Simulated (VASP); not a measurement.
# GaN (Fm-3m) in VASP: further runs, part 2 of 2

VASP 6.6.1. The steps go on from the part before.

### Step 4. Single point, r2SCAN

Input file POSCAR:

```
GaN
1.0
    0.0000000000      2.1085153685      2.1085153685
    2.1085153685      0.0000000000      2.1085153685
    2.1085153685      2.1085153685      0.0000000000
Ga N
1 1
Direct
    0.5000000000      0.5000000000      0.5000000000
    0.0000000000      0.0000000000      0.0000000000
```

Input file INCAR.step1:

```
SYSTEM = GaN
PREC = Accurate
ENCUT = 520
ISMEAR = 0
SIGMA = 0.01
LREAL = .False.
LASPH = .True.
NELM = 80
NBANDS = 16
GGA = PE
ALGO = Normal
EDIFF = 1E-4
LWAVE = .True.
LCHARG = .False.
```

Input file INCAR.step2:

```
SYSTEM = GaN
PREC = Accurate
ENCUT = 520
EDIFF = 1E-6
ISMEAR = 0
SIGMA = 0.01
LREAL = .False.
LASPH = .True.
NELM = 80
ALGO = Normal
ISIF = 2
LWAVE = .False.
LCHARG = .False.
METAGGA = R2SCAN
LMIXTAU = .True.
NBANDS = 16
ISTART = 1
```

Input file KPOINTS:

```
regular mesh
0
Gamma
  6 6 6
  0 0 0
```

Potentials or basis: VASP PAW PBE potentials, release 64 (Ga_d, N).

On the command line:

```sh
$ cat potpaw_PBE.64/Ga_d/POTCAR potpaw_PBE.64/N/POTCAR > POTCAR
$ cp INCAR.step1 INCAR
$ mpirun -np 1 vasp_std > vasp.out
$ cp INCAR.step2 INCAR
$ mpirun -np 1 vasp_std > vasp.out
```

OUTCAR:

```text
SYSTEM = GaN
   PREC = Accurate
   ENCUT = 520
   EDIFF = 1E-6
   ISMEAR = 0
   LREAL = .False.
   LASPH = .True.
   NELM = 80
   ISIF = 2
   METAGGA = R2SCAN
   ISTART = 1

 ion  position               nearest neighbor table
   1  0.500  0.500  0.500-   2 2.11   2 2.11   2 2.11   2 2.11   2 2.11   2 2.11
   2  0.000  0.000  0.000-   1 2.11   1 2.11   1 2.11   1 2.11   1 2.11   1 2.11

  LATTYP: Found a face centered cubic cell.
 ALAT       =     4.2170307370

  Lattice vectors:

 A1 = (   0.0000000000,   2.1085153685,   2.1085153685)
 A2 = (   2.1085153685,   0.0000000000,   2.1085153685)
 A3 = (   2.1085153685,   2.1085153685,   0.0000000000)

Analysis of symmetry for initial positions (statically):
=====================================================================
 Subroutine PRICEL returns:
 Original cell was already a primitive cell.

 Routine SETGRP: Setting up the symmetry group for a
 face centered cubic supercell.

 Subroutine GETGRP returns: Found 48 space group operations
 (whereof 48 operations were pure point group operations)
 out of a pool of 48 trial point group operations.

The static configuration has the point symmetry O_h .

Analysis of symmetry for dynamics (positions and initial velocities):
=====================================================================
 Subroutine PRICEL returns:
 Original cell was already a primitive cell.

 Routine SETGRP: Setting up the symmetry group for a
 face centered cubic supercell.

 Subroutine GETGRP returns: Found 48 space group operations
 (whereof 48 operations were pure point group operations)
 out of a pool of 48 trial point group operations.

The dynamic configuration has the point symmetry O_h .

 Subroutine INISYM returns: Found 48 space group operations
 (whereof 48 operations are pure point group operations),
 and found     1 'primitive' translations

----------------------------------------------------------------------------------------

                                     Primitive cell

  volume of cell :      18.7482

  direct lattice vectors                    reciprocal lattice vectors
     0.000000000  2.108515368  2.108515368    -0.237133676  0.237133676  0.237133676
     2.108515368  0.000000000  2.108515368     0.237133676 -0.237133676  0.237133676
     2.108515368  2.108515368  0.000000000     0.237133676  0.237133676 -0.237133676

  length of vectors
     2.981891031  2.981891031  2.981891031     0.410727575  0.410727575  0.410727575

  position of ions in fractional coordinates (direct lattice)
     0.500000000  0.500000000  0.500000000
     0.000000000  0.000000000  0.000000000

  ion indices of the primitive-cell ions
   primitive index   ion index
                 1           1
                 2           2

----------------------------------------------------------------------------------------

 KPOINTS: regular mesh

Automatic generation of k-mesh.
 Grid dimensions read from file:
 generate k-points for:    6    6    6

 Generating k-lattice:

  Cartesian coordinates                     Fractional coordinates (reciprocal lattice)
    -0.039522279  0.039522279  0.039522279     0.166666667  0.000000000  0.000000000
     0.039522279 -0.039522279  0.039522279     0.000000000  0.166666667  0.000000000
     0.039522279  0.039522279 -0.039522279     0.000000000  0.000000000  0.166666667

  Length of vectors
     0.068454596  0.068454596  0.068454596

  Shift w.r.t. Gamma in fractional coordinates (k-lattice)
     0.000000000  0.000000000  0.000000000

 Subroutine IBZKPT returns following result:
 ===========================================

 Found     16 irreducible k-points:

 Following reciprocal coordinates:
            Coordinates               Weight
  0.000000  0.000000  0.000000      1.000000
  0.166667  0.000000  0.000000      8.000000
  0.333333  0.000000  0.000000      8.000000
  0.500000  0.000000  0.000000      4.000000
  0.166667  0.166667  0.000000      6.000000
  0.333333  0.166667  0.000000     24.000000
[... 8 lines left out ...]
 -0.333333  0.333333  0.166667     24.000000
 -0.333333  0.500000  0.166667     12.000000
   k-points           NKPTS =     16   k-points in BZ     NKDIM =     16   number of bands    NBANDS=     16
   number of dos      NEDOS =    301   number of ions     NIONS =      2
   total plane-waves  NPLWV =  13824
   dimension x,y,z NGX =    24 NGY =   24 NGZ =   24
   dimension x,y,z NGXF=    48 NGYF=   48 NGZF=   48
   ions per type =               1   1
   NGX,Y,Z   is equivalent  to a cutoff of  13.38, 13.38, 13.38 a.u.
   NGXF,Y,Z  is equivalent  to a cutoff of  26.76, 26.76, 26.76 a.u.
 SYSTEM =  GaN
   PREC   = accura    normal or accurate (medium, high low for compatibility)
   ISTART =      1    job   : 0-new  1-cont  2-samecut
   ICHARG =      0    charge: 1-file 2-atom 10-const
   ISPIN  =      1    spin polarized calculation?
   LNONCOLLINEAR =      F non collinear calculations
   LSORBIT =      F    spin-orbit coupling
   LASPH  =      T    aspherical Exc in radial PAW
   ENCUT  =  520.0 eV  38.22 Ry    6.18 a.u.   5.54  5.54  5.54*2*pi/ulx,y,z
   NELM   =     80;   NELMIN=  2; NELMDL=  0     # of ELM steps
   EDIFF  = 0.1E-05   stopping-criterion for ELM
   LREAL  =      F    real-space projection
   EDIFFG = 0.1E-04   stopping-criterion for IOM
   NSW    =      0    number of steps for IOM
   IBRION =     -1    ionic relax: 0-MD 1-quasi-New 2-CG
   NFREE  =      0    steps in history (QN), initial steepest desc. (CG)
   ISIF   =      2    stress and relaxation
   ISYM   =      2    0-nonsym 1-usesym 2-fastsym
   POTIM  = 0.5000    time-step for ionic-motion
   TEBEG  =    0.0;   TEEND  =   0.0 temperature during run
   PSTRESS=    0.0 pullay stress
   NELECT =      18.0000    total number of electrons
   NUPDOWN=      -1.0000    fix difference up-down
   EMIN   =  10.00;   EMAX   =-10.00  energy-range for DOS
   EFERMI =   0.00;   METHOD = LEGACY
   ISMEAR =     0;   SIGMA  =   0.01  broadening in eV -4-tet -1-fermi 0-gaus
   EFERMI_NEDOS =   21; number of points for ismear=-14 and -15
   IALGO  =     38    algorithm
   IMIX   =      4    mixing-type and parameters
     AMIX     =   0.40;   BMIX     =  1.00
     AMIX_MAG =   1.60;   BMIX_MAG =  1.00
  volume/ion in A,a.u.               =       9.37        63.26
  Fermi-wavevector in a.u.,A,eV,Ry     =   1.615024  3.051952 35.488097  2.608302
  Thomas-Fermi vector in A             =   2.709838
   LORBIT       =      0    0 simple, 1 ext, 2 COOP (PROOUT), +10 PAW based schemes
   METAGGA = R2SCAN    functional components
   LHFCALC =     F    Hartree Fock is set to
   AEXX    =    0.0000 exact exchange contribution
   IVDW    =     0    specifies the selected vdW correction
   LEPSILON=     F    determine dielectric tensor
   LRPA    =     F    only Hartree local field effects (RPA)
 non-spin polarized calculation
 Gauss-broadening in eV      SIGMA  =   0.01
  energy-cutoff  :      520.00
  volume of cell :       18.75
 maximum number of plane-waves:       531
 NGX is ok and might be reduce to    24
   NGX = 11   NGY = 11   NGZ = 11

 number of electron      18.0000008 magnetization

 Free energy of the ion-electron system (eV)
  ---------------------------------------------------
  ext. energy  EPLUGINS =         0.00000000
  ---------------------------------------------------
  free energy    TOTEN  =       -20.96568567 eV

  energy without entropy =      -20.96568567  energy(sigma->0) =      -20.96568567

 E-fermi :   7.8892     XC(G=0): -14.2179

 val. band max:        7.7622717870   @ k =  -0.1667   0.1667   0.0000
 cond. band min:       8.8962297436   @ k =   0.5000   0.5000   0.0000
 fundamental gap:      1.1339579566
 Fermi energy:         7.8892112852

 k-point     1 :       0.0000    0.0000    0.0000
  band No.  band energies     occupation
      1     -10.3827      2.00000
      2      -6.6427      2.00000
      3      -6.6427      2.00000
      4      -6.6427      2.00000
      5      -6.5731      2.00000
      6      -6.5731      2.00000
[... 8 lines left out ...]
     15      24.7670      0.00000
     16      24.7670      0.00000
[... 267 lines left out ...]
 k-point    16 :      -0.3333    0.5000    0.1667
  band No.  band energies     occupation
      1      -8.4637      2.00000
      2      -6.7358      2.00000
      3      -6.5996      2.00000
      4      -6.5123      2.00000
      5      -6.3616      2.00000
      6      -3.9896      2.00000
[... 8 lines left out ...]
     15      30.7170      0.00000
     16      36.6448      0.00000

------------------------ aborting loop because EDIFF is reached ----------------------------------------

  FORCE on cell =-STRESS in cart. coord.  units (eV):
  Direction    XX          YY          ZZ          XY          YZ          ZX
  --------------------------------------------------------------------------------------
  -------------------------------------------------------------------------------------
  Total        0.1400398      0.1400398      0.1400398      0.0000000     -0.0000000     -0.0000000
  in kB       11.9674561     11.9674561     11.9674561      0.0000000     -0.0000000     -0.0000000
  external PRESSURE =      11.9674561 kB  Pullay stress =       0.0000000 kB

 VOLUME and BASIS-vectors are now :
 -----------------------------------------------------------------------------
  energy-cutoff  :      520.00
  volume of cell :       18.75
      direct lattice vectors                 reciprocal lattice vectors
     0.000000000  2.108515368  2.108515368    -0.237133676  0.237133676  0.237133676
     2.108515368  0.000000000  2.108515368     0.237133676 -0.237133676  0.237133676
     2.108515368  2.108515368  0.000000000     0.237133676  0.237133676 -0.237133676

 POSITION                                       TOTAL-FORCE (eV/Angst)
 -----------------------------------------------------------------------------------
      2.10852      2.10852      2.10852         0.000000     -0.000000      0.000000
      0.00000      0.00000      0.00000        -0.000000      0.000000     -0.000000
 -----------------------------------------------------------------------------------
    total drift:                                0.000000     -0.000000      0.000000

  FREE ENERGIE OF THE ION-ELECTRON SYSTEM (eV)
  ---------------------------------------------------
  free  energy   TOTEN  =       -20.9656856675 eV

  energy  without entropy=      -20.9656856675  energy(sigma->0) =      -20.96568567
```

OUTCAR.step1:

```text
SYSTEM = GaN
   PREC = Accurate
   ENCUT = 520
   ISMEAR = 0
   LREAL = .False.
   LASPH = .True.
[... 515 lines left out ...]
      2.10852      2.10852      2.10852        -0.000000     -0.000000      0.000000
      0.00000      0.00000      0.00000         0.000000      0.000000     -0.000000
 -----------------------------------------------------------------------------------
    total drift:                                0.000000     -0.000000      0.000000

  FREE ENERGIE OF THE ION-ELECTRON SYSTEM (eV)
  ---------------------------------------------------
  free  energy   TOTEN  =       -11.1724808319 eV

  energy  without entropy=      -11.1724808319  energy(sigma->0) =      -11.17248083
```

Wall time 23 s (1 thread of AMD EPYC 7R13 (Zen 3), shared host); peak memory 0.11 GiB.

Results:

| Item | Value |
| --- | --- |
| Free energy | -20.9657 eV |
| Pressure | 1.2 GPa |
| Band gap on the k mesh | 1.13 eV (least direct gap 3.40 eV) |

Levels at points of the mesh, in eV from the valence-band top:
```csv
k point,band 5,band 6,band 7,band 8,band 9,band 10,band 11,band 12,band 13,band 14
"(0.00, 0.00, 0.00)",-14.34,-14.34,-0.54,-0.54,-0.54,2.86,15.48,15.48,15.48,17.00
"(0.50, 0.00, 0.00)",-14.18,-14.18,-8.40,-0.19,-0.19,5.38,9.84,9.84,10.41,17.55
"(0.50, 0.50, 0.00)",-14.12,-11.55,-7.29,-3.15,-3.15,1.13,8.49,13.12,15.74,15.74
```

Caveat: the k points lie up to 0.43 Å⁻¹ apart; the PAW data sets were made with another functional, which shifts forces and pressure a little. r2SCAN opens gaps a little over a GGA but as a rule still falls short of measured ones.
